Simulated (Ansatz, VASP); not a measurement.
**Two plane-wave programs on ZnB4**

The input INCAR:

```
PREC = Accurate ; ENCUT = 520
EDIFF = 1E-7 ; ISMEAR = 0
SIGMA = 0.1 ; LREAL = False
LASPH = True ; NELM = 80
ALGO = Normal ; ISIF = 2
LWAVE = False ; LCHARG = False
GGA = PE ; NBANDS = 20
```

File KPOINTS:

```
regular mesh
0
Gamma
  6 6 6
```

File POSCAR:

```
ZnB4
1.0
   -2.3514601300      2.3514601300      2.3514601300
    2.3514601300     -2.3514601300      2.3514601300
    2.3514601300      2.3514601300     -2.3514601300
Zn B
1 4
Direct
    0.0000000000      0.0000000000      0.0000000000
    0.0000000000      0.6305807800      0.0000000000
    0.3694192200      0.3694192200      0.3694192200
    0.0000000000      0.0000000000      0.6305807800
    0.6305807800      0.0000000000      0.0000000000
```

Input for Ansatz:

```yaml
crystal:
  lattice:
    - [-2.35146013, 2.35146013, 2.35146013]
    - [2.35146013, -2.35146013, 2.35146013]
    - [2.35146013, 2.35146013, -2.35146013]
  atoms:
    - { symbol: Zn, position: [0.0, 0.0, 0.0] }
    - { symbol: B, position: [0.0, 0.63058078, 0.0] }
    - { symbol: B, position: [0.36941922, 0.36941922, 0.36941922] }
    - { symbol: B, position: [0.0, 0.0, 0.63058078] }
    - { symbol: B, position: [0.63058078, 0.0, 0.0] }
basis:
  ecutwfc: 420
kpoints:
  mp_grid: { grid: [6, 6, 6] }
hamiltonian:
  xc: pbe
scf:
  occupations: { method: gaussian, width: 0.1 }
  lower_state_search: "off"
output:
  forces: true
  stress: true
  eigenvalues: true
```

Change from the starting cell: species swapped into the GeF4 type (I-43m, No. 217).

Alike in both runs: task single point; functional PBE; k mesh 6 × 6 × 6; occupations gaussian, width 0.1 eV; no spin polarisation.

|  | VASP | Ansatz |
| --- | --- | --- |
| version | VASP 6.6.1 | Ansatz 0.2.0 |
| potentials or method | VASP PAW PBE potentials, release 64 (Zn, B), cutoff 520 eV | scalar-relativistic, plane waves, PAW |
| valence electrons in the cell | 24 | 24 |

```csv
,VASP,Ansatz,Ansatz less VASP
gap on the k mesh at the Fermi level (eV),none,none,-
rms of the force components (eV/Å),9.791,9.483,-0.3083
```

Atom by atom the forces differ by 0.308 eV/Å (rms over components). A gap of «none» marks a metal or a gap that the smearing closes. The functional is the same, so the differences come from potentials, cutoffs and numerics.
